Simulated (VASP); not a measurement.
# BAs (F-43m) in VASP: single point with HSE06

Aim: the single point of BAs with HSE06.

Program: VASP 6.6.1. These are calculated values, not measurements. Logs are shortened: lines on timing, memory, paths and dates and some standing lists are left out, and cuts for length are marked.

## 1. The cell of the first run

Symmetry: F-43m, No. 216, cubic system. Conventional cell: a = 4.784 Å, b = 4.784 Å, c = 4.784 Å, α = 90.00°, β = 90.00°, γ = 90.00°. Within 2.7 Å of B (site symmetry -43m) lie 4 As at 2.07 Å. Within 2.7 Å of As (site symmetry -43m) lie 4 B at 2.07 Å.

## 2. Single point, HSE06, non-collinear spin, zero start, spin-orbit coupling

POSCAR

```
BAs
1.0
    0.0000000000      2.3918700258      2.3918700258
    2.3918700258      0.0000000000      2.3918700258
    2.3918700258      2.3918700258      0.0000000000
B As
1 1
Direct
    0.0000000000      0.0000000000      0.0000000000
    0.2500000000      0.2500000000      0.2500000000
```

INCAR.step1

```
SYSTEM = BAs
ALGO     = Normal         ! electronic algorithm
EDIFF    = 1E-5           ! SCF threshold, eV
ENCUT    = 520            ! plane-wave cutoff, eV
GGA      = PE             ! functional
GGA_COMPAT= .FALSE.      
ISIF     = 2              ! what is computed and relaxed
ISMEAR   = 0              ! smearing method
LASPH    = .TRUE.         ! aspherical terms in the spheres
LORBIT   = 11             ! projections on sites
LORBMOM  = .TRUE.       
LREAL    = .FALSE.        ! projectors in reciprocal space
LSORBIT  = .TRUE.         ! spin-orbit coupling
LWAVE    = .TRUE.         ! write WAVECAR
MAGMOM   = 0 0 0 0 0 0    ! initial moments
NBANDS   = 20             ! bands
NELM     = 150            ! most SCF steps
PREC     = Accurate       ! precision mode
SIGMA    = 0.01           ! smearing width, eV
```

INCAR.step2

```
SYSTEM = BAs
ALGO     = Normal         ! electronic algorithm
EDIFF    = 1E-6           ! SCF threshold, eV
ENCUT    = 520            ! plane-wave cutoff, eV
GGA      = PE             ! functional
GGA_COMPAT= .FALSE.      
HFSCREEN = 0.2079         ! screening, 1/A
ISIF     = 2              ! what is computed and relaxed
ISMEAR   = 0              ! smearing method
ISTART   = 1            
LASPH    = .TRUE.         ! aspherical terms in the spheres
LCHARG   = .TRUE.         ! write CHGCAR
LHFCALC  = .TRUE.         ! exact exchange
LORBIT   = 11             ! projections on sites
LORBMOM  = .TRUE.       
LREAL    = .FALSE.        ! projectors in reciprocal space
LSORBIT  = .TRUE.         ! spin-orbit coupling
LVHAR    = .TRUE.       
LWAVE    = .FALSE.        ! write WAVECAR
MAGMOM   = 0 0 0 0 0 0    ! initial moments
NBANDS   = 20             ! bands
NELM     = 150            ! most SCF steps
PREC     = Accurate       ! precision mode
PRECFOCK = Normal       
SIGMA    = 0.01           ! smearing width, eV
```

KPOINTS

```
k-points
0
G
  6 6 6
  0 0 0
```

Potentials or basis: VASP PAW PBE potentials, release 64 (B, As).

Run with:

```bash
> cat potpaw_PBE.64/B/POTCAR potpaw_PBE.64/As/POTCAR > POTCAR
> cp INCAR.step1 INCAR
> mpirun -np 1 vasp_ncl > vasp.out
> cp INCAR.step2 INCAR
> mpirun -np 1 vasp_ncl > vasp.out
```

OUTCAR:

```text
SYSTEM = BAs
   EDIFF = 1E-6
   ENCUT = 520
   GGA = PE
   HFSCREEN = 0.2079
   ISIF = 2
   ISMEAR = 0
   ISTART = 1
   LASPH = .TRUE.
   LHFCALC = .TRUE.
   LORBIT = 11
   LREAL = .FALSE.
   LSORBIT = .TRUE.
   NELM = 150
   PREC = Accurate
   PRECFOCK = Normal

 ion  position               nearest neighbor table
   1  0.000  0.000  0.000-   2 2.07   2 2.07   2 2.07   2 2.07
   2  0.250  0.250  0.250-   1 2.07   1 2.07   1 2.07   1 2.07

  LATTYP: Found a face centered cubic cell.
 ALAT       =     4.7837400516

  Lattice vectors:

 A1 = (   0.0000000000,   2.3918700258,   2.3918700258)
 A2 = (   2.3918700258,   0.0000000000,   2.3918700258)
 A3 = (   2.3918700258,   2.3918700258,   0.0000000000)

Analysis of symmetry for initial positions (statically):
=====================================================================
 Subroutine PRICEL returns:
 Original cell was already a primitive cell.

 Routine SETGRP: Setting up the symmetry group for a
 face centered cubic supercell.

 Subroutine GETGRP returns: Found 24 space group operations
 (whereof 24 operations were pure point group operations)
 out of a pool of 48 trial point group operations.

The static configuration has the point symmetry T_d .

Analysis of symmetry for dynamics (positions and initial velocities):
=====================================================================
 Subroutine PRICEL returns:
 Original cell was already a primitive cell.

 Routine SETGRP: Setting up the symmetry group for a
 face centered cubic supercell.

 Subroutine GETGRP returns: Found 24 space group operations
 (whereof 24 operations were pure point group operations)
 out of a pool of 48 trial point group operations.

The dynamic configuration has the point symmetry T_d .

Analysis of structural, dynamic, and magnetic symmetry:
=====================================================================
 Subroutine PRICEL returns:
 Original cell was already a primitive cell.

 Routine SETGRP: Setting up the symmetry group for a
 face centered cubic supercell.

 Subroutine GETGRP returns: Found 24 space group operations
 (whereof 24 operations were pure point group operations)
 out of a pool of 48 trial point group operations.

The overall configuration has the point symmetry T_d .

 Subroutine INISYM returns: Found 24 space group operations
 (whereof 24 operations are pure point group operations),
 and found     1 'primitive' translations

----------------------------------------------------------------------------------------

                                     Primitive cell

  volume of cell :      27.3680

  direct lattice vectors                    reciprocal lattice vectors
     0.000000000  2.391870026  2.391870026    -0.209041459  0.209041459  0.209041459
     2.391870026  0.000000000  2.391870026     0.209041459 -0.209041459  0.209041459
     2.391870026  2.391870026  0.000000000     0.209041459  0.209041459 -0.209041459

  length of vectors
     3.382615030  3.382615030  3.382615030     0.362070428  0.362070428  0.362070428

  position of ions in fractional coordinates (direct lattice)
     0.000000000  0.000000000  0.000000000
     0.250000000  0.250000000  0.250000000

  ion indices of the primitive-cell ions
   primitive index   ion index
                 1           1
                 2           2

----------------------------------------------------------------------------------------

 KPOINTS: k-points

Automatic generation of k-mesh.
 Grid dimensions read from file:
 generate k-points for:    6    6    6

 Generating k-lattice:

  Cartesian coordinates                     Fractional coordinates (reciprocal lattice)
    -0.034840243  0.034840243  0.034840243     0.166666667  0.000000000  0.000000000
     0.034840243 -0.034840243  0.034840243     0.000000000  0.166666667  0.000000000
[... 100 lines left out ...]

 number of electron       8.0000000 magnetization       0.0000000      0.0000000      0.0000000

 number of electron       8.0000000 magnetization      -0.0000000     -0.0000000     -0.0000000

 Free energy of the ion-electron system (eV)
  ---------------------------------------------------
  ext. energy  EPLUGINS =         0.00000000
  ---------------------------------------------------
  free energy    TOTEN  =       -13.25213419 eV

  energy without entropy =      -13.25213419  energy(sigma->0) =      -13.25213419

 E-fermi :   5.8189     XC(G=0):  -8.7458

 val. band max:        5.7412084763   @ k =   0.0000   0.0000   0.0000
 cond. band min:       7.6174359084   @ k =   0.3333   0.3333   0.0000
 fundamental gap:      1.8762274321
 Fermi energy:         5.8188552995

 k-point     1 :       0.0000    0.0000    0.0000
  band No.  band energies     occupation
      1     -11.2426      1.00000
      2     -11.2426      1.00000
      3       5.5114      1.00000
      4       5.5114      1.00000
      5       5.7412      1.00000
      6       5.7412      1.00000
[... 495 lines left out ...]
     19      22.6356      0.00000
     20      22.8534      0.00000

------------------------ aborting loop because EDIFF is reached ----------------------------------------

  FORCE on cell =-STRESS in cart. coord.  units (eV):
  Direction    XX          YY          ZZ          XY          YZ          ZX
  --------------------------------------------------------------------------------------
  -------------------------------------------------------------------------------------
  Total       -0.2002707     -0.2002707     -0.2002707     -0.0000000     -0.0000000      0.0000000
  in kB      -11.7242580    -11.7242580    -11.7242580     -0.0000000     -0.0000000      0.0000000
  external PRESSURE =     -11.7242580 kB  Pullay stress =       0.0000000 kB

 VOLUME and BASIS-vectors are now :
 -----------------------------------------------------------------------------
  energy-cutoff  :      520.00
  volume of cell :       27.37
      direct lattice vectors                 reciprocal lattice vectors
     0.000000000  2.391870026  2.391870026    -0.209041459  0.209041459  0.209041459
     2.391870026  0.000000000  2.391870026     0.209041459 -0.209041459  0.209041459
     2.391870026  2.391870026  0.000000000     0.209041459  0.209041459 -0.209041459

 POSITION                                       TOTAL-FORCE (eV/Angst)
 -----------------------------------------------------------------------------------
      0.00000      0.00000      0.00000        -0.000000      0.000000      0.000000
      1.19594      1.19594      1.19594         0.000000     -0.000000     -0.000000
 -----------------------------------------------------------------------------------
    total drift:                                0.000000      0.000001     -0.000002

  FREE ENERGIE OF THE ION-ELECTRON SYSTEM (eV)
  ---------------------------------------------------
  free  energy   TOTEN  =       -13.2521341900 eV

  energy  without entropy=      -13.2521341900  energy(sigma->0) =      -13.25213419

 orbital moment (x)

 # of ion     p       d       tot
 ----------------------------------------
  1        -0.000   0.000  -0.000
  2        -0.000   0.000   0.000
 ----------------------------------------
           -0.000   0.000   0.000

 orbital moment (y)

 # of ion     p       d       tot
 ----------------------------------------
  1        -0.000   0.000  -0.000
  2        -0.000   0.000   0.000
 ----------------------------------------
           -0.000   0.000   0.000

 orbital moment (z)

 # of ion     p       d       tot
 ----------------------------------------
  1        -0.000   0.000  -0.000
  2        -0.000   0.000   0.000
 ----------------------------------------
           -0.000   0.000   0.000

 Spin-Orbit-Coupling matrix elements

 Ion:    1  E_soc:     -0.0000076
 l=   1
     0.0000000    -0.0000013    -0.0000013
    -0.0000013     0.0000000    -0.0000013
    -0.0000013    -0.0000013     0.0000000
 l=   2
     0.0000000     0.0000000     0.0000000     0.0000000     0.0000000
     0.0000000     0.0000000     0.0000000     0.0000000     0.0000000
     0.0000000     0.0000000     0.0000000     0.0000000     0.0000000
     0.0000000     0.0000000     0.0000000     0.0000000     0.0000000
     0.0000000     0.0000000     0.0000000     0.0000000     0.0000000
 l=   3
     0.0000000     0.0000000     0.0000000     0.0000000     0.0000000     0.0000000     0.0000000
     0.0000000     0.0000000     0.0000000     0.0000000     0.0000000     0.0000000     0.0000000
     0.0000000     0.0000000     0.0000000     0.0000000     0.0000000     0.0000000     0.0000000
     0.0000000     0.0000000     0.0000000     0.0000000     0.0000000     0.0000000     0.0000000
     0.0000000     0.0000000     0.0000000     0.0000000     0.0000000     0.0000000     0.0000000
     0.0000000     0.0000000     0.0000000     0.0000000     0.0000000     0.0000000     0.0000000
     0.0000000     0.0000000     0.0000000     0.0000000     0.0000000     0.0000000     0.0000000

 Ion:    2  E_soc:     -0.0204166
 l=   1
     0.0000000    -0.0033750    -0.0033750
    -0.0033750     0.0000000    -0.0033750
    -0.0033750    -0.0033750     0.0000000
 l=   2
     0.0000000    -0.0000146     0.0000000    -0.0000146    -0.0000132
    -0.0000146     0.0000000    -0.0000099    -0.0000146    -0.0000033
     0.0000000    -0.0000099     0.0000000    -0.0000099     0.0000000
    -0.0000146    -0.0000146    -0.0000099     0.0000000    -0.0000033
    -0.0000132    -0.0000033     0.0000000    -0.0000033     0.0000000
 l=   3
     0.0000000     0.0000000     0.0000000     0.0000000     0.0000000     0.0000000     0.0000000
     0.0000000     0.0000000     0.0000000     0.0000000     0.0000000     0.0000000     0.0000000
     0.0000000     0.0000000     0.0000000     0.0000000     0.0000000     0.0000000     0.0000000
     0.0000000     0.0000000     0.0000000     0.0000000     0.0000000     0.0000000     0.0000000
     0.0000000     0.0000000     0.0000000     0.0000000     0.0000000     0.0000000     0.0000000
     0.0000000     0.0000000     0.0000000     0.0000000     0.0000000     0.0000000     0.0000000
     0.0000000     0.0000000     0.0000000     0.0000000     0.0000000     0.0000000     0.0000000

 total charge

# of ion       s       p       d       tot
------------------------------------------
    1        0.655   1.170   0.000   1.825
    2        1.186   1.697   0.092   2.975
--------------------------------------------------
tot          1.841   2.867   0.092   4.800

 magnetization (x)

# of ion       s       p       d       tot
------------------------------------------
    1       -0.000  -0.000   0.000  -0.000
    2        0.000   0.000   0.000   0.000
--------------------------------------------------
tot         -0.000  -0.000   0.000  -0.000

 magnetization (y)

# of ion       s       p       d       tot
------------------------------------------
    1        0.000  -0.000   0.000   0.000
    2       -0.000  -0.000   0.000  -0.000
--------------------------------------------------
tot          0.000  -0.000   0.000  -0.000

 magnetization (z)

# of ion       s       p       d       tot
------------------------------------------
    1       -0.000   0.000   0.000  -0.000
    2        0.000   0.000   0.000   0.000
--------------------------------------------------
tot         -0.000   0.000   0.000  -0.000
```

Wall time 53 min (1 thread of Intel Xeon Platinum 8259CL at 2.50GHz (Skylake/Cascade Lake), shared host); peak memory 0.36 GiB.

Results:

```
Free energy                                           : -13.2521 eV
Pressure                                              : -1.2 GPa
Net moment                                            : 0.00 μB per cell
Valence electrons inside the program's atomic spheres : B 1.82; As 2.98
```

Moments on the atoms (μB; x, y, z):
```
B   0.00 0.00 0.00
As  0.00 0.00 0.00
```

Caveat: the k points lie up to 0.38 Å⁻¹ apart; the PAW data sets were made with another functional, which shifts forces and pressure a little.
